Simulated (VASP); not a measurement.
Here is a VASP 6.6.1 calculation.

Contents of POSCAR:

```
BAs
1.0
    0.0000000000      2.3885000000      2.3885000000
    2.3885000000      0.0000000000      2.3885000000
    2.3885000000      2.3885000000      0.0000000000
B As
1 1
Direct
    0.0000000000      0.0000000000      0.0000000000
    0.7500000000      0.7500000000      0.7500000000
```

The input INCAR.step1:

```
PREC     = Accurate       # precision mode
ENCUT    = 550            # plane-wave cutoff, eV
ISMEAR   = 0              # smearing method
SIGMA    = 0.01           # smearing width, eV
LREAL    = F              # projectors in reciprocal space
LASPH    = T              # aspherical terms in the spheres
NELM     = 120            # most SCF steps
GGA      = PE             # functional
ALGO     = Normal         # electronic algorithm
EDIFF    = 1E-5           # SCF threshold, eV
LWAVE    = T              # write WAVECAR
LCHARG   = F              # write CHGCAR
GGA_COMPAT= F            
IBRION   = 2              # ionic algorithm
ISIF     = 3              # what is computed and relaxed
EDIFFG   = -0.005         # ionic threshold
NELMIN   = 4            
NSW      = 100            # ionic steps
```

INCAR.step2

```
PREC     = Accurate       # precision mode
ENCUT    = 550            # plane-wave cutoff, eV
EDIFF    = 1E-7           # SCF threshold, eV
ISMEAR   = 0              # smearing method
SIGMA    = 0.01           # smearing width, eV
LREAL    = F              # projectors in reciprocal space
LASPH    = T              # aspherical terms in the spheres
NELM     = 120            # most SCF steps
ALGO     = Normal         # electronic algorithm
ISIF     = 3              # what is computed and relaxed
LWAVE    = F              # write WAVECAR
LCHARG   = F              # write CHGCAR
METAGGA  = R2SCAN         # meta-GGA
LMIXTAU  = T            
IBRION   = 2              # ionic algorithm
NSW      = 100            # ionic steps
EDIFFG   = -0.005         # ionic threshold
ISTART   = 1            
GGA_COMPAT= F            
NELMIN   = 4
```

Contents of KPOINTS:

```
regular mesh
0
Gamma
  6 6 6
```

Potentials or basis: VASP PAW PBE potentials, release 64 (B, As).

Command:

```console
$ cat potpaw_PBE.64/B/POTCAR potpaw_PBE.64/As/POTCAR > POTCAR
$ cp INCAR.step1 INCAR
$ mpirun -np 1 vasp_std > vasp.out
$ cp INCAR.step2 INCAR
$ mpirun -np 1 vasp_std > vasp.out
```

Estimate the band gap on the k mesh.

1.47 eV (least direct gap 3.44 eV).

What does it give for the relaxed cell?

a = 3.385 Å, b = 3.385 Å, c = 3.385 Å, α = 60.00°, β = 60.00°, γ = 60.00°.

The path:
```
step  energy change (eV)  largest force (eV/Å)  pressure (GPa)  volume (Å³)
   1              0.0000                0.0000            0.90        27.25
   2             -0.0002                0.0000           -0.68        27.56
   3             -0.0005                0.0000            0.01        27.42
```

Caveat: the PAW data sets were made with another functional, which shifts forces and pressure a little. Zero-point motion and thermal expansion aren't in these numbers.
